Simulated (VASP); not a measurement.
# ZnS (pbe) (P6_3mc) in VASP: a series of runs

The runs below take ZnS (pbe) through single point, with PBE.

All numbers are computed with VASP 6.6.1; they aren't measurements. Logs are shortened: lines on timing, memory, paths and dates and some standing lists are left out, and cuts for length are marked.

### 1 The cell of the first run

It takes space group P6_3mc (No. 186, hexagonal). Conventional cell: a = 3.823 Å, b = 3.823 Å, c = 6.261 Å, α = 90.00°, β = 90.00°, γ = 120.00°. Zn (site symmetry 3m) has 4 S at 2.34 to 2.35 Å within 3.1 Å. Within 3.1 Å of S (site symmetry 3m) lie 4 Zn at 2.34 to 2.35 Å.

### 2 Single point, PBE

INCAR reads:

```
SYSTEM = ZnS
PREC = Accurate
ENCUT = 520
EDIFF = 1E-6
ISMEAR = 0
SIGMA = 0.1
LREAL = .FALSE.
LASPH = .TRUE.
NELM = 60
ALGO = Normal
ISIF = 2
LWAVE = .FALSE.
LCHARG = .FALSE.
GGA = PE
NBANDS = 26
```

KPOINTS reads:

```
Automatic mesh
0
G
  6 6 4
  0 0 0
```

POSCAR reads:

```
ZnS
1.0
    3.8230000000      0.0000000000      0.0000000000
   -1.9115000000      3.3108151187      0.0000000000
    0.0000000000      0.0000000000      6.2610000000
Zn S
2 2
Direct
    0.3333333333      0.6666666667      0.0000000000
    0.6666666667      0.3333333333      0.5000000000
    0.3333333333      0.6666666667      0.3750000000
    0.6666666667      0.3333333333      0.8750000000
```

Potentials or basis: VASP PAW PBE potentials, release 64 (Zn, S).

Command:

```
$ cat potpaw_PBE.64/Zn/POTCAR potpaw_PBE.64/S/POTCAR > POTCAR
$ mpirun -np 1 vasp_std > vasp.out
```

OUTCAR:

```text
SYSTEM = ZnS
   PREC = Accurate
   ENCUT = 520
   EDIFF = 1E-6
   ISMEAR = 0
   LREAL = .FALSE.
   LASPH = .TRUE.
   NELM = 60
   ISIF = 2
   GGA = PE

 ion  position               nearest neighbor table
   1  0.333  0.667  0.000-   4 2.34   4 2.34   4 2.34   3 2.35
   2  0.667  0.333  0.500-   3 2.34   3 2.34   3 2.34   4 2.35
   3  0.333  0.667  0.375-   2 2.34   2 2.34   2 2.34   1 2.35
   4  0.667  0.333  0.875-   1 2.34   1 2.34   1 2.34   2 2.35

  LATTYP: Found a hexagonal cell.
 ALAT       =     3.8230000000
 C/A-ratio  =     1.6377190688

  Lattice vectors:

 A1 = (   3.8230000000,   0.0000000000,   0.0000000000)
 A2 = (  -1.9115000000,   3.3108151187,   0.0000000000)
 A3 = (   0.0000000000,   0.0000000000,   6.2610000000)

Analysis of symmetry for initial positions (statically):
=====================================================================
 Subroutine PRICEL returns:
 Original cell was already a primitive cell.

 Routine SETGRP: Setting up the symmetry group for a
 hexagonal supercell.

 Subroutine GETGRP returns: Found 12 space group operations
 (whereof  6 operations were pure point group operations)
 out of a pool of 24 trial point group operations.

The static configuration has the point symmetry C_3v.
 The point group associated with its full space group is C_6v.

Analysis of symmetry for dynamics (positions and initial velocities):
=====================================================================
 Subroutine PRICEL returns:
 Original cell was already a primitive cell.

 Routine SETGRP: Setting up the symmetry group for a
 hexagonal supercell.

 Subroutine GETGRP returns: Found 12 space group operations
 (whereof  6 operations were pure point group operations)
 out of a pool of 24 trial point group operations.

The dynamic configuration has the point symmetry C_3v.
 The point group associated with its full space group is C_6v.

 Subroutine INISYM returns: Found 12 space group operations
 (whereof  6 operations are pure point group operations),
 and found     1 'primitive' translations

----------------------------------------------------------------------------------------

                                     Primitive cell

  volume of cell :      79.2470

  direct lattice vectors                    reciprocal lattice vectors
     3.823000000  0.000000000  0.000000000     0.261574680  0.151020212  0.000000000
    -1.911500000  3.310815119  0.000000000     0.000000000  0.302040423  0.000000000
     0.000000000  0.000000000  6.261000000     0.000000000  0.000000000  0.159718895

  length of vectors
     3.823000000  3.823000000  6.261000000     0.302040423  0.302040423  0.159718895

  position of ions in fractional coordinates (direct lattice)
     0.333333333  0.666666667  0.000000000
     0.666666667  0.333333333  0.500000000
     0.333333333  0.666666667  0.375000000
     0.666666667  0.333333333  0.875000000

  ion indices of the primitive-cell ions
   primitive index   ion index
                 1           1
                 2           2
                 3           3
                 4           4

----------------------------------------------------------------------------------------

 KPOINTS: Automatic mesh

Automatic generation of k-mesh.
 Grid dimensions read from file:
 generate k-points for:    6    6    4

 Generating k-lattice:

  Cartesian coordinates                     Fractional coordinates (reciprocal lattice)
     0.043595780  0.025170035  0.000000000     0.166666667  0.000000000  0.000000000
     0.000000000  0.050340071  0.000000000     0.000000000  0.166666667  0.000000000
     0.000000000  0.000000000  0.039929724     0.000000000  0.000000000  0.250000000

  Length of vectors
     0.050340071  0.050340071  0.039929724

  Shift w.r.t. Gamma in fractional coordinates (k-lattice)
     0.000000000  0.000000000  0.000000000

 Subroutine IBZKPT returns following result:
 ===========================================

 Found     21 irreducible k-points:

 Following reciprocal coordinates:
            Coordinates               Weight
  0.000000  0.000000  0.000000      1.000000
  0.166667 -0.000000  0.000000      6.000000
  0.333333  0.000000  0.000000      6.000000
  0.500000 -0.000000  0.000000      3.000000
  0.166667  0.166667  0.000000      6.000000
  0.333333  0.166667  0.000000     12.000000
[... 13 lines left out ...]
  0.333333  0.166667  0.500000     12.000000
  0.333333  0.333333  0.500000      2.000000
   k-points           NKPTS =     21   k-points in BZ     NKDIM =     21   number of bands    NBANDS=     26
   number of dos      NEDOS =    301   number of ions     NIONS =      4
   total plane-waves  NPLWV =  37632
   dimension x,y,z NGX =    28 NGY =   28 NGZ =   48
   dimension x,y,z NGXF=    56 NGYF=   56 NGZF=   96
   ions per type =               2   2
   NGX,Y,Z   is equivalent  to a cutoff of  12.18, 12.18, 12.75 a.u.
   NGXF,Y,Z  is equivalent  to a cutoff of  24.35, 24.35, 25.49 a.u.
 SYSTEM =  ZnS
   PREC   = accura    normal or accurate (medium, high low for compatibility)
   ISTART =      0    job   : 0-new  1-cont  2-samecut
   ICHARG =      2    charge: 1-file 2-atom 10-const
   ISPIN  =      1    spin polarized calculation?
   LNONCOLLINEAR =      F non collinear calculations
   LSORBIT =      F    spin-orbit coupling
   LASPH  =      T    aspherical Exc in radial PAW
   ENCUT  =  520.0 eV  38.22 Ry    6.18 a.u.   7.11  7.11 11.64*2*pi/ulx,y,z
   NELM   =     60;   NELMIN=  2; NELMDL= -5     # of ELM steps
   EDIFF  = 0.1E-05   stopping-criterion for ELM
   LREAL  =      F    real-space projection
   EDIFFG = 0.1E-04   stopping-criterion for IOM
   NSW    =      0    number of steps for IOM
   IBRION =     -1    ionic relax: 0-MD 1-quasi-New 2-CG
   NFREE  =      0    steps in history (QN), initial steepest desc. (CG)
   ISIF   =      2    stress and relaxation
   ISYM   =      2    0-nonsym 1-usesym 2-fastsym
   POTIM  = 0.5000    time-step for ionic-motion
   TEBEG  =    0.0;   TEEND  =   0.0 temperature during run
   PSTRESS=    0.0 pullay stress
   NELECT =      36.0000    total number of electrons
   NUPDOWN=      -1.0000    fix difference up-down
   EMIN   =  10.00;   EMAX   =-10.00  energy-range for DOS
   EFERMI =   0.00;   METHOD = LEGACY
   ISMEAR =     0;   SIGMA  =   0.10  broadening in eV -4-tet -1-fermi 0-gaus
   EFERMI_NEDOS =   21; number of points for ismear=-14 and -15
   IALGO  =     38    algorithm
   IMIX   =      4    mixing-type and parameters
     AMIX     =   0.40;   BMIX     =  1.00
     AMIX_MAG =   1.60;   BMIX_MAG =  1.00
  volume/ion in A,a.u.               =      19.81       133.70
  Fermi-wavevector in a.u.,A,eV,Ry     =   1.258485  2.378192 21.548694  1.583784
  Thomas-Fermi vector in A             =   2.392092
   LORBIT       =      0    0 simple, 1 ext, 2 COOP (PROOUT), +10 PAW based schemes
   GGA     = PE    functional components
   LHFCALC =     F    Hartree Fock is set to
   AEXX    =    0.0000 exact exchange contribution
   IVDW    =     0    specifies the selected vdW correction
   LEPSILON=     F    determine dielectric tensor
   LRPA    =     F    only Hartree local field effects (RPA)
 non-spin polarized calculation
 Gauss-broadening in eV      SIGMA  =   0.10
  energy-cutoff  :      520.00
  volume of cell :       79.25
 maximum number of plane-waves:      2156
   NGX = 15   NGY = 15   NGZ = 23

 number of electron      35.9999987 magnetization

 Free energy of the ion-electron system (eV)
  ---------------------------------------------------
  ext. energy  EPLUGINS =         0.00000000
  ---------------------------------------------------
  free energy    TOTEN  =       -13.68271810 eV

  energy without entropy =      -13.68271810  energy(sigma->0) =      -13.68271810

 E-fermi :   2.5161     XC(G=0):  -9.6030

 val. band max:        2.0834217538   @ k =   0.0000   0.0000   0.0000
 cond. band min:       4.2536027732   @ k =   0.0000   0.0000   0.0000
 fundamental gap:      2.1701810194
 Fermi energy:         2.5161266485

 k-point     1 :       0.0000    0.0000    0.0000
  band No.  band energies     occupation
      1     -11.0494      2.00000
      2     -10.1246      2.00000
      3      -4.2394      2.00000
      4      -4.2296      2.00000
      5      -4.2296      2.00000
      6      -4.1491      2.00000
[... 18 lines left out ...]
     25       9.7680      0.00000
     26      11.3179      0.00000

 k-point     2 :       0.1667   -0.0000    0.0000
  band No.  band energies     occupation
      1     -10.8692      2.00000
      2     -10.0274      2.00000
      3      -4.2420      2.00000
      4      -4.2029      2.00000
      5      -4.1955      2.00000
      6      -4.1249      2.00000
[... 18 lines left out ...]
     25      10.3660      0.00000
     26      10.5683      0.00000

 k-point     3 :       0.3333    0.0000    0.0000
  band No.  band energies     occupation
      1     -10.4370      2.00000
      2      -9.8541      2.00000
      3      -4.2296      2.00000
      4      -4.1426      2.00000
      5      -4.1424      2.00000
      6      -3.9998      2.00000
[... 18 lines left out ...]
     25      10.7424      0.00000
     26      11.7506      0.00000

 k-point     4 :       0.5000   -0.0000    0.0000
  band No.  band energies     occupation
      1     -10.1390      2.00000
      2      -9.8188      2.00000
      3      -4.2160      2.00000
      4      -4.1258      2.00000
      5      -4.0032      2.00000
      6      -3.9820      2.00000
[... 18 lines left out ...]
     25      11.1351      0.00000
     26      13.5530      0.00000
[... 409 lines left out ...]
      1     -10.2389      2.00000
      2     -10.2389      2.00000
      3      -4.2126      2.00000
      4      -4.2126      2.00000
      5      -4.1094      2.00000
      6      -4.1094      2.00000
[... 18 lines left out ...]
     25      10.4599      0.00000
     26      10.4599      0.00000

 k-point    20 :       0.3333    0.1667    0.5000
  band No.  band energies     occupation
      1      -9.9742      2.00000
      2      -9.9742      2.00000
      3      -4.1742      2.00000
      4      -4.1742      2.00000
      5      -4.0424      2.00000
      6      -4.0424      2.00000
[... 18 lines left out ...]
     25      11.1565      0.00000
     26      11.1565      0.00000

 k-point    21 :       0.3333    0.3333    0.5000
  band No.  band energies     occupation
      1      -9.8835      2.00000
      2      -9.8835      2.00000
      3      -4.1037      2.00000
      4      -4.1037      2.00000
      5      -4.0680      2.00000
      6      -4.0680      2.00000
[... 18 lines left out ...]
     25      11.8248      0.00000
     26      11.8248      0.00000

------------------------ aborting loop because EDIFF is reached ----------------------------------------

  FORCE on cell =-STRESS in cart. coord.  units (eV):
  Direction    XX          YY          ZZ          XY          YZ          ZX
  --------------------------------------------------------------------------------------
  -------------------------------------------------------------------------------------
  Total        0.7401632      0.7401632      0.7688011      0.0000000      0.0000000      0.0000000
  in kB       14.9642562     14.9642562     15.5432438      0.0000000      0.0000000      0.0000000
  external PRESSURE =      15.1572521 kB  Pullay stress =       0.0000000 kB

 VOLUME and BASIS-vectors are now :
 -----------------------------------------------------------------------------
  energy-cutoff  :      520.00
  volume of cell :       79.25
      direct lattice vectors                 reciprocal lattice vectors
     3.823000000  0.000000000  0.000000000     0.261574680  0.151020212  0.000000000
    -1.911500000  3.310815119  0.000000000     0.000000000  0.302040423  0.000000000
     0.000000000  0.000000000  6.261000000     0.000000000  0.000000000  0.159718895

 POSITION                                       TOTAL-FORCE (eV/Angst)
 -----------------------------------------------------------------------------------
     -0.00000      2.20721      0.00000        -0.000000      0.000000      0.014096
      1.91150      1.10361      3.13050         0.000000     -0.000000      0.014096
     -0.00000      2.20721      2.34788        -0.000000     -0.000000     -0.014096
      1.91150      1.10361      5.47837        -0.000000     -0.000000     -0.014096
 -----------------------------------------------------------------------------------
    total drift:                               -0.000000     -0.000000     -0.000182

  FREE ENERGIE OF THE ION-ELECTRON SYSTEM (eV)
  ---------------------------------------------------
  free  energy   TOTEN  =       -13.6827180975 eV

  energy  without entropy=      -13.6827180975  energy(sigma->0) =      -13.68271810
```

Wall time 17 s (1 thread of Intel Xeon 6975P-C (Granite Rapids), shared host); peak memory 0.2 GiB.

What came out:

- Free energy: -13.6827 eV
- Pressure: 1.5 GPa
- Largest force: 0.014 eV/Å
- Band gap on the k mesh: 2.17 eV, direct

Forces on the atoms (eV/Å):
```
Zn   0.000  0.000  0.014
Zn   0.000  0.000  0.014
S    0.000  0.000 -0.014
S    0.000  0.000 -0.014
```

Levels at points of the mesh, in eV from the valence-band top:
```csv
k point,band 16,band 17,band 18,band 19,band 20,band 21
"(0.00, 0.00, 0.00)",-0.07,0.00,0.00,2.17,3.07,6.31
"(0.50, 0.00, 0.00)",-2.21,-1.65,-0.88,3.67,4.23,5.14
"(0.00, 0.00, 0.50)",-0.46,-0.46,-0.46,3.53,3.53,6.77
"(0.50, 0.00, 0.50)",-1.60,-1.59,-1.59,3.55,3.55,5.23
```

PBE gaps usually lie below the measured ones, often by a third to a half.

### 3 Single point, PBE

This run uses another cell than the first one, of 20.18 Å³/atom, 1.019 times its volume.

INCAR reads:

```
ALGO = Normal
EDIFF = 1E-6
ENCUT = 520
GGA = PE
ISIF = 2
ISMEAR = 0
LASPH = T
LCHARG = T
LELF = T
LREAL = F
LVHAR = T
LWAVE = F
NBANDS = 26
NELM = 60
PREC = Accurate
SIGMA = 0.02
```

KPOINTS reads:

```
k-points
0
Gamma
  9 9 6
```

POSCAR reads:

```
ZnS
1.0
    3.8451345355      0.0000000000      0.0000000000
   -1.9225672678      3.3299841887      0.0000000000
    0.0000000000      0.0000000000      6.3057239286
Zn S
2 2
Direct
    0.3333333333      0.6666666667      0.0002431800
    0.6666666667      0.3333333333      0.5002431800
    0.3333333333      0.6666666667      0.3747568200
    0.6666666667      0.3333333333      0.8747568200
```

Potentials or basis: VASP PAW PBE potentials, release 64 (Zn, S).

Command:

```
$ cat potpaw_PBE.64/Zn/POTCAR potpaw_PBE.64/S/POTCAR > POTCAR
$ mpirun -np 1 vasp_std > vasp.out
```

It took 43 s on 1 thread of Intel Xeon 6975P-C (Granite Rapids), shared host; peak memory 0.24 GiB.

Results (log left out):

```yaml
Free_energy: -13.6938 eV
Pressure: 0.1 GPa
Band_gap_on_the_k_mesh: 2.08 eV, direct
```

Levels at points of the mesh, in eV from the valence-band top:
```tsv
k point	band 15	band 16	band 17	band 18	band 19	band 20	band 21	band 22
(0.00, 0.00, 0.00)	-0.85	-0.07	0.00	0.00	2.08	3.05	6.33	6.33
(0.00, 0.00, 0.50)	-0.45	-0.45	-0.45	-0.45	3.48	3.48	6.76	6.76
```

A hybrid or GW would open this gap; PBE tends to underestimate it.

### 4 Single point, PBE

This run uses another cell than the first one, of 20.18 Å³/atom, 1.019 times its volume.

INCAR reads:

```
PREC = Accurate
ENCUT = 520
EDIFF = 1E-7
ISMEAR = 0
SIGMA = 0.01
LREAL = F
LASPH = T
NELM = 100
ALGO = Normal
ISIF = 2
LWAVE = F
LCHARG = F
GGA = PE
NBANDS = 26
```

KPOINTS reads:

```
regular mesh
0
Gamma
  9 9 6
```

POSCAR is that of step 3.

Command:

```
$ cat potpaw_PBE.64/Zn/POTCAR potpaw_PBE.64/S/POTCAR > POTCAR
$ mpirun -np 1 vasp_std > vasp.out
```

Wall time 41 s (1 thread of Intel Xeon 6975P-C (Granite Rapids), shared host); peak memory 0.24 GiB.

The run converged. Its results:

| Property | Result |
| --- | --- |
| Free energy | -13.6938 eV |
| Pressure | 0.1 GPa |
| Band gap on the k mesh | 2.08 eV, direct |

Levels at points of the mesh, in eV from the valence-band top:
| k point | band 16 | band 17 | band 18 | band 19 | band 20 | band 21 |
| --- | --- | --- | --- | --- | --- | --- |
| (0.00, 0.00, 0.00) | -0.07 | 0.00 | 0.00 | 2.08 | 3.05 | 6.33 |
| (0.00, 0.00, 0.50) | -0.45 | -0.45 | -0.45 | 3.48 | 3.48 | 6.76 |

A hybrid or GW would open this gap; PBE tends to underestimate it.

[end of part 1 of 2]
